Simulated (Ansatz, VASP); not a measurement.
## Two plane-wave programs on MoH5

INCAR

```
PREC = Accurate ; ENCUT = 600
EDIFF = 1E-6 ; ISMEAR = 0
SIGMA = 0.1 ; LREAL = F
LASPH = T ; NELM = 100
ALGO = Normal ; ISIF = 3
LWAVE = F ; LCHARG = F
GGA = PE ; IBRION = 2
NSW = 100 ; EDIFFG = -0.01
```

KPOINTS

```
Automatic mesh
0
Gamma
  14 14 14
```

Contents of POSCAR:

```
MoH5
1.0
    0.0000000000      2.4358550753      2.4358550753
    2.4358550753      0.0000000000      2.4358550753
    2.4358550753      2.4358550753      0.0000000000
H Mo
5 1
Direct
    0.7500000000      0.7500000000      0.7500000000
    0.8803820945      0.3732059685      0.3732059685
    0.3732059685      0.3732059685      0.3732059685
    0.3732059685      0.8803820945      0.3732059685
    0.3732059685      0.3732059685      0.8803820945
    0.0000000000      0.0000000000      0.0000000000
```

Input for Ansatz:

```yaml
crystal:
  lattice:
    - [0.0, 2.4358550753, 2.4358550753]
    - [2.4358550753, 0.0, 2.4358550753]
    - [2.4358550753, 2.4358550753, 0.0]
  atoms:
    - { symbol: H, position: [0.75, 0.75, 0.75] }
    - { symbol: H, position: [0.8803820945, 0.3732059685, 0.3732059685] }
    - { symbol: H, position: [0.3732059685, 0.3732059685, 0.3732059685] }
    - { symbol: H, position: [0.3732059685, 0.8803820945, 0.3732059685] }
    - { symbol: H, position: [0.3732059685, 0.3732059685, 0.8803820945] }
    - { symbol: Mo, position: [0.0, 0.0, 0.0] }
basis:
  ecutwfc: 420
kpoints:
  mp_grid: { grid: [14, 14, 14] }
hamiltonian:
  xc: pbe
scf:
  occupations: { method: gaussian, width: 0.1 }
output:
  forces: true
  stress: true
  eigenvalues: true
  write_density: true
  write_potential: true
  elf: true
  volumetric_format: npy
relax:
  adjacent_minimum: "off"
  f_tol: 0.01
  max_steps: 80
  cell: { stress_tol: 0.05 }
```

Change from the starting cell: species swapped into the Be5Pt type (F-43m, No. 216).

Alike in both runs: task relaxation of cell and atoms; functional PBE; k mesh 14 × 14 × 14; occupations gaussian, width 0.1 eV; no spin polarisation.

|  | VASP | Ansatz |
| --- | --- | --- |
| version | VASP 6.6.1 | Ansatz 0.2.0 |
| potentials or method | VASP PAW PBE potentials, release 64 (H, Mo_sv), cutoff 600 eV | scalar-relativistic, plane waves, PAW |
| valence electrons in the cell | 19 | 19 |

|  | VASP | Ansatz | Ansatz less VASP |
| --- | --- | --- | --- |
| gap on the k mesh at the Fermi level, each at its own relaxed structure (eV) | none | none | - |
| relaxed volume (Å³/atom) | 4.84 | 4.84 | 0.000 |
| relaxed cell length with the largest relative difference (Å) | 3.450 | 3.450 | 0.0000 |

A gap of «none» marks a metal or a gap that the smearing closes.
